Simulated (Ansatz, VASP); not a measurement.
## One calculation of NaLiC3, two programs

Contents of INCAR:

```
SYSTEM = NaLiC3
ALGO = Normal
EDIFF = 1E-7
EDIFFG = -0.01
ENCUT = 600
GGA = PE
IBRION = 2
ISIF = 3
ISMEAR = 0
LASPH = .True.
LCHARG = .False.
LREAL = .False.
LWAVE = .False.
NELM = 60
NSW = 100
PREC = Accurate
SIGMA = 0.1
```

File KPOINTS:

```
k-points
0
Gamma
  12 12 12
  0 0 0
```

POSCAR

```
NaLiC3
1.0
    1.8691681709      1.0791647466      4.6983997702
   -1.8691681709      1.0791647466      4.6983997702
    0.0000000000     -2.1583294932      4.6983997702
Na Li C
1 1 3
Direct
    0.0000000000      0.0000000000      0.0000000000
    0.5000000000      0.5000000000      0.5000000000
    0.0000000000      0.0000000000      0.5000000000
    0.5000000000      0.0000000000      0.0000000000
    0.0000000000      0.5000000000      0.0000000000
```

Input for Ansatz:

```yaml
crystal:
  lattice:
    - [1.8691681709, 1.0791647466, 4.6983997702]
    - [-1.8691681709, 1.0791647466, 4.6983997702]
    - [0.0, -2.1583294932, 4.6983997702]
  atoms:
    - { symbol: Na, position: [0.0, 0.0, 0.0] }
    - { symbol: Li, position: [0.5, 0.5, 0.5] }
    - { symbol: C, position: [0.0, 0.0, 0.5] }
    - { symbol: C, position: [0.5, 0.0, 0.0] }
    - { symbol: C, position: [0.0, 0.5, 0.0] }
basis:
  ecutwfc: 420
kpoints:
  mp_grid: { grid: [12, 12, 12] }
hamiltonian:
  xc: pbe
scf:
  occupations: { method: gaussian, width: 0.1 }
output:
  forces: true
  stress: true
  eigenvalues: true
  write_density: true
  write_potential: true
  elf: true
  volumetric_format: npy
relax:
  adjacent_minimum: "off"
  f_tol: 0.01
  max_steps: 80
  cell: { stress_tol: 0.05 }
```

Alike in both runs: task relaxation of cell and atoms; functional PBE; k mesh 12 × 12 × 12; occupations gaussian, width 0.1 eV; no spin polarisation.

|  | VASP | Ansatz |
| --- | --- | --- |
| version | VASP 6.6.1 | Ansatz 0.2.0 |
| potentials or method | VASP PAW PBE potentials, release 64 (Na_pv, Li_sv, C), cutoff 600 eV | scalar-relativistic, plane waves, PAW |
| valence electrons in the cell | 22 | 24 |

Ansatz gave:

| Quantity | Value |
| --- | --- |
| gap on the k mesh at the Fermi level, each at its own relaxed structure (eV) | none |
| relaxed volume (Å³/atom) | 11.57 |
| relaxed length of the cell vector where the two differ most in proportion (Å) | 5.194 |

Task: Which values does VASP return?

Result: gap on the k mesh at the Fermi level, each at its own relaxed structure (eV): none; relaxed volume (Å³/atom): 11.62; relaxed length of the cell vector where the two differ most in proportion (Å): 5.191.

A gap of «none» marks a metal or a gap that the smearing closes. VASP's potentials hold 22 valence electrons a cell and Ansatz's 24, so a difference there can come from the potentials and not from the codes.

Noted on VASP's run: the cutoff is under 1.25 times that of the potentials, so the pressure is a little rough.
